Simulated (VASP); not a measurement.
# Pt (Fm-3m) in VASP: a series of runs

Pt is run at these levels: PBE; tasks: single point.

Everything below comes from runs of VASP 6.6.1. Logs are shortened: lines on timing, memory, paths and dates and some standing lists are left out, and cuts for length are marked.

## (1) The cell of the first run

Symmetry: Fm-3m, No. 225, cubic system. Conventional cell: a = 3.972 Å, b = 3.972 Å, c = 3.972 Å, α = 90.00°, β = 90.00°, γ = 90.00°. Within 3.7 Å of Pt (site symmetry m-3m) lie 12 Pt at 2.81 Å.

## (2) Single point, PBE

INCAR

```
ALGO     = Normal         # electronic algorithm
EDIFF    = 1E-6           # SCF threshold, eV
ENCUT    = 520            # plane-wave cutoff, eV
GGA      = PE             # functional
ISIF     = 2              # what is computed and relaxed
ISMEAR   = 1              # smearing method
LASPH    = True           # aspherical terms in the spheres
LCHARG   = False          # write CHGCAR
LREAL    = False          # projectors in reciprocal space
LWAVE    = False          # write WAVECAR
NBANDS   = 11             # bands
NELM     = 60             # most SCF steps
PREC     = Accurate       # precision mode
SIGMA    = 0.3            # smearing width, eV
```

KPOINTS

```
k-points
0
Gamma
  14 14 14
```

POSCAR

```
Pt
1.0
    0.0000000000      1.9857786488      1.9857786488
    1.9857786488      0.0000000000      1.9857786488
    1.9857786488      1.9857786488      0.0000000000
Pt
1
Direct
    0.0000000000      0.0000000000      0.0000000000
```

Potentials or basis: VASP PAW PBE potentials, release 64 (Pt).

On the command line:

```
$ cat potpaw_PBE.64/Pt/POTCAR > POTCAR
$ mpirun -np 1 vasp_std > vasp.out
```

OUTCAR:

```text
EDIFF = 1E-6
   ENCUT = 520
   GGA = PE
   ISIF = 2
   ISMEAR = 1
   LASPH = True
   LREAL = False
   NELM = 60
   PREC = Accurate

 ion  position               nearest neighbor table
   1  0.000  0.000  0.000-

  LATTYP: Found a face centered cubic cell.
 ALAT       =     3.9715572976

  Lattice vectors:

 A1 = (   0.0000000000,   1.9857786488,   1.9857786488)
 A2 = (   1.9857786488,   0.0000000000,   1.9857786488)
 A3 = (   1.9857786488,   1.9857786488,   0.0000000000)

Analysis of symmetry for initial positions (statically):
=====================================================================
 Subroutine PRICEL returns:
 Original cell was already a primitive cell.

 Routine SETGRP: Setting up the symmetry group for a
 face centered cubic supercell.

 Subroutine GETGRP returns: Found 48 space group operations
 (whereof 48 operations were pure point group operations)
 out of a pool of 48 trial point group operations.

The static configuration has the point symmetry O_h .

Analysis of symmetry for dynamics (positions and initial velocities):
=====================================================================
 Subroutine PRICEL returns:
 Original cell was already a primitive cell.

 Routine SETGRP: Setting up the symmetry group for a
 face centered cubic supercell.

 Subroutine GETGRP returns: Found 48 space group operations
 (whereof 48 operations were pure point group operations)
 out of a pool of 48 trial point group operations.

The dynamic configuration has the point symmetry O_h .

 Subroutine INISYM returns: Found 48 space group operations
 (whereof 48 operations are pure point group operations),
 and found     1 'primitive' translations

----------------------------------------------------------------------------------------

                                     Primitive cell

  volume of cell :      15.6611

  direct lattice vectors                    reciprocal lattice vectors
     0.000000000  1.985778649  1.985778649    -0.251790400  0.251790400  0.251790400
     1.985778649  0.000000000  1.985778649     0.251790400 -0.251790400  0.251790400
     1.985778649  1.985778649  0.000000000     0.251790400  0.251790400 -0.251790400

  length of vectors
     2.808315097  2.808315097  2.808315097     0.436113765  0.436113765  0.436113765

  position of ions in fractional coordinates (direct lattice)
     0.000000000  0.000000000  0.000000000

  ion indices of the primitive-cell ions
   primitive index   ion index
                 1           1

----------------------------------------------------------------------------------------

 KPOINTS: k-points

Automatic generation of k-mesh.
 Grid dimensions read from file:
 generate k-points for:   14   14   14

 Generating k-lattice:

  Cartesian coordinates                     Fractional coordinates (reciprocal lattice)
    -0.017985029  0.017985029  0.017985029     0.071428571  0.000000000  0.000000000
     0.017985029 -0.017985029  0.017985029     0.000000000  0.071428571  0.000000000
     0.017985029  0.017985029 -0.017985029     0.000000000  0.000000000  0.071428571

  Length of vectors
     0.031150983  0.031150983  0.031150983

  Shift w.r.t. Gamma in fractional coordinates (k-lattice)
     0.000000000  0.000000000  0.000000000

 Subroutine IBZKPT returns following result:
 ===========================================

 Found    104 irreducible k-points:

 Following reciprocal coordinates:
            Coordinates               Weight
  0.000000  0.000000  0.000000      1.000000
  0.071429  0.000000  0.000000      8.000000
  0.142857  0.000000  0.000000      8.000000
  0.214286  0.000000  0.000000      8.000000
  0.285714  0.000000  0.000000      8.000000
  0.357143  0.000000  0.000000      8.000000
[... 16 lines left out ...]
  0.214286  0.142857  0.000000     24.000000
  0.285714  0.142857  0.000000     24.000000
 [... further k-points ...]
   k-points           NKPTS =    104   k-points in BZ     NKDIM =    104   number of bands    NBANDS=     11
   number of dos      NEDOS =    301   number of ions     NIONS =      1
   total plane-waves  NPLWV =  13824
   dimension x,y,z NGX =    24 NGY =   24 NGZ =   24
   dimension x,y,z NGXF=    48 NGYF=   48 NGZF=   48
   ions per type =               1
   NGX,Y,Z   is equivalent  to a cutoff of  14.21, 14.21, 14.21 a.u.
   NGXF,Y,Z  is equivalent  to a cutoff of  28.41, 28.41, 28.41 a.u.
 SYSTEM =  unknown system
   PREC   = accura    normal or accurate (medium, high low for compatibility)
   ISTART =      0    job   : 0-new  1-cont  2-samecut
   ICHARG =      2    charge: 1-file 2-atom 10-const
   ISPIN  =      1    spin polarized calculation?
   LNONCOLLINEAR =      F non collinear calculations
   LSORBIT =      F    spin-orbit coupling
   LASPH  =      T    aspherical Exc in radial PAW
   ENCUT  =  520.0 eV  38.22 Ry    6.18 a.u.   5.22  5.22  5.22*2*pi/ulx,y,z
   NELM   =     60;   NELMIN=  2; NELMDL= -5     # of ELM steps
   EDIFF  = 0.1E-05   stopping-criterion for ELM
   LREAL  =      F    real-space projection
   EDIFFG = 0.1E-04   stopping-criterion for IOM
   NSW    =      0    number of steps for IOM
   IBRION =     -1    ionic relax: 0-MD 1-quasi-New 2-CG
   NFREE  =      0    steps in history (QN), initial steepest desc. (CG)
   ISIF   =      2    stress and relaxation
   ISYM   =      2    0-nonsym 1-usesym 2-fastsym
   POTIM  = 0.5000    time-step for ionic-motion
   TEBEG  =    0.0;   TEEND  =   0.0 temperature during run
   PSTRESS=    0.0 pullay stress
   NELECT =      10.0000    total number of electrons
   NUPDOWN=      -1.0000    fix difference up-down
   EMIN   =  10.00;   EMAX   =-10.00  energy-range for DOS
   EFERMI =   0.00;   METHOD = LEGACY
   ISMEAR =     1;   SIGMA  =   0.30  broadening in eV -4-tet -1-fermi 0-gaus
   EFERMI_NEDOS =   21; number of points for ismear=-14 and -15
   IALGO  =     38    algorithm
   IMIX   =      4    mixing-type and parameters
     AMIX     =   0.40;   BMIX     =  1.00
     AMIX_MAG =   1.60;   BMIX_MAG =  1.00
  volume/ion in A,a.u.               =      15.66       105.69
  Fermi-wavevector in a.u.,A,eV,Ry     =   1.409724  2.663991 27.039142  1.987321
  Thomas-Fermi vector in A             =   2.531750
   LORBIT       =      0    0 simple, 1 ext, 2 COOP (PROOUT), +10 PAW based schemes
   GGA     = PE    functional components
   LHFCALC =     F    Hartree Fock is set to
   AEXX    =    0.0000 exact exchange contribution
   IVDW    =     0    specifies the selected vdW correction
   LEPSILON=     F    determine dielectric tensor
   LRPA    =     F    only Hartree local field effects (RPA)
 non-spin polarized calculation
 Methfessel and Paxton  Order N= 1 SIGMA  =   0.30
  energy-cutoff  :      520.00
  volume of cell :       15.66
 maximum number of plane-waves:       444
 NGX is ok and might be reduce to    24
   NGX = 11   NGY = 11   NGZ = 11

 number of electron      10.0000002 magnetization

 Free energy of the ion-electron system (eV)
  ---------------------------------------------------
  ext. energy  EPLUGINS =         0.00000000
  ---------------------------------------------------
  free energy    TOTEN  =        -6.10708109 eV

  energy without entropy =       -6.09714091  energy(sigma->0) =       -6.10376770

 E-fermi :  10.5387     XC(G=0): -13.2647

 val. band max:       10.5241020790   @ k =   0.5000   0.3571   0.0714
 cond. band min:      10.5443293038   @ k =   0.4286   0.1429   0.0000
 fundamental gap:      0.0202272248
 Fermi energy:        10.5387336144

 k-point     1 :       0.0000    0.0000    0.0000
  band No.  band energies     occupation
      1       0.7554      2.00000
      2       6.9894      2.00000
      3       6.9894      2.00000
      4       6.9894      2.00000
      5       9.0152      2.00000
      6       9.0152      2.00000
      7      25.2904      0.00000
      8      30.0461      0.00000
      9      30.0461      0.00000
     10      30.0461      0.00000
     11      35.2548      0.00000

 k-point     2 :       0.0714    0.0000    0.0000
  band No.  band energies     occupation
      1       0.9528      2.00000
      2       6.9051      2.00000
      3       7.0657      2.00000
      4       7.0657      2.00000
      5       8.9743      2.00000
      6       8.9743      2.00000
      7      25.5867      0.00000
      8      29.0197      0.00000
      9      30.3411      0.00000
     10      30.3411      0.00000
     11      36.3133      0.00000

 k-point     3 :       0.1429    0.0000    0.0000
  band No.  band energies     occupation
      1       1.5152      2.00000
      2       6.7130      2.00000
      3       7.2433      2.00000
      4       7.2433      2.00000
      5       8.9148      2.00000
      6       8.9148      2.00000
      7      26.3093      0.00000
      8      27.0814      0.00000
      9      31.1761      0.00000
     10      31.1761      0.00000
     11      35.7457      0.00000

 k-point     4 :       0.2143    0.0000    0.0000
  band No.  band energies     occupation
      1       2.3261      2.00000
      2       6.5956      2.00000
      3       7.3585      2.00000
      4       7.3585      2.00000
      5       9.0212      2.00000
      6       9.0212      2.00000
      7      24.8401      0.00000
      8      26.9317      0.00000
      9      32.3438      0.00000
     10      32.3438      0.00000
     11      33.9301      0.00000

 k-point     5 :       0.2857    0.0000    0.0000
  band No.  band energies     occupation
      1       3.1033      2.00000
      2       6.8844      2.00000
      3       7.2864      2.00000
      4       7.2864      2.00000
      5       9.4170      2.00000
      6       9.4170      2.00000
      7      22.3708      0.00000
      8      26.5494      0.00000
      9      32.5581      0.00000
     10      32.5581      0.00000
     11      34.1504      0.00000
[... 211 lines left out ...]
 k-point    21 :      -0.0714    0.0714    0.0000
  band No.  band energies     occupation
      1       1.2737      2.00000
      2       6.7515      2.00000
      3       7.1737      2.00000
      4       7.2188      2.00000
      5       8.7877      2.00000
      6       9.0586      2.00000
      7      26.0412      0.00000
      8      28.1116      0.00000
      9      30.0603      0.00000
     10      31.1633      0.00000
     11      36.5131      0.00000

 k-point    22 :       0.1429    0.1429    0.0000
  band No.  band energies     occupation
      1       1.7757      2.00000
      2       6.3778      2.00000
      3       7.5186      2.00000
      4       7.5186      2.00000
      5       8.3518      2.00000
      6       9.2777      2.00000
      7      26.8125      0.00000
      8      28.4062      0.00000
      9      29.7758      0.00000
     10      29.7758      0.00000
     11      37.3486      0.00000

 k-point    23 :       0.2143    0.1429    0.0000
  band No.  band energies     occupation
      1       2.4055      2.00000
      2       6.1200      2.00000
      3       7.6325      2.00000
      4       7.7656      2.00000
      5       8.3050      2.00000
      6       9.4313      2.00000
      7      26.8885      0.00000
      8      27.6098      0.00000
      9      29.4692      0.00000
     10      30.2271      0.00000
     11      34.7216      0.00000

 k-point    24 :       0.2857    0.1429    0.0000
  band No.  band energies     occupation
      1       3.2137      2.00000
      2       5.9875      2.00000
      3       7.3214      2.00000
      4       7.8638      2.00000
      5       8.9262      2.00000
      6       9.7394      2.00108
      7      24.5313      0.00000
      8      27.7534      0.00000
      9      29.0762      0.00000
     10      30.5462      0.00000
     11      34.2558      0.00000

 [... further k-points ...]
[... 5 lines left out ...]
  --------------------------------------------------------------------------------------
  -------------------------------------------------------------------------------------
  Total       -0.0824314     -0.0824314     -0.0824314     -0.0000000      0.0000000      0.0000000
  in kB       -8.4329771     -8.4329771     -8.4329771     -0.0000000      0.0000000      0.0000000
  external PRESSURE =      -8.4329771 kB  Pullay stress =       0.0000000 kB

 VOLUME and BASIS-vectors are now :
 -----------------------------------------------------------------------------
  energy-cutoff  :      520.00
  volume of cell :       15.66
      direct lattice vectors                 reciprocal lattice vectors
     0.000000000  1.985778649  1.985778649    -0.251790400  0.251790400  0.251790400
     1.985778649  0.000000000  1.985778649     0.251790400 -0.251790400  0.251790400
     1.985778649  1.985778649  0.000000000     0.251790400  0.251790400 -0.251790400

 POSITION                                       TOTAL-FORCE (eV/Angst)
 -----------------------------------------------------------------------------------
      0.00000      0.00000      0.00000         0.000000     -0.000000      0.000000
 -----------------------------------------------------------------------------------
    total drift:                               -0.000000      0.000000     -0.000000

  FREE ENERGIE OF THE ION-ELECTRON SYSTEM (eV)
  ---------------------------------------------------
  free  energy   TOTEN  =        -6.1070810903 eV

  energy  without entropy=       -6.0971409086  energy(sigma->0) =       -6.10376770
```

Run time: 7.4 s. Hardware: 1 thread of Intel Xeon 6975P-C, shared host; peak memory 0.15 GiB.

What came out:

```
Free energy            : -6.1071 eV
Pressure               : -0.8 GPa
Band gap on the k mesh : zero (band 5 reaches 11.01 eV, above the bottom of band 6 at 8.91 eV)
```

Levels at points of the mesh, in eV from the Fermi level:
```
           k point  band 1  band 2  band 3  band 4  band 5  band 6  band 7  band 8  band 9  band 10
(0.00, 0.00, 0.00)   -9.78   -3.55   -3.55   -3.55   -1.52   -1.52   14.75   19.51   19.51    19.51
(0.50, 0.00, 0.00)   -6.92   -3.61   -3.61   -0.30    0.04    0.04    5.57   14.31   18.73    18.73
(0.50, 0.50, 0.00)   -6.65   -6.22    0.01    0.47    0.47    1.87    8.49   11.29   11.29    19.70
```

Caveat: spin-orbit coupling is left out, which moves the levels of the heavy elements.

[end of part 1 of 2]
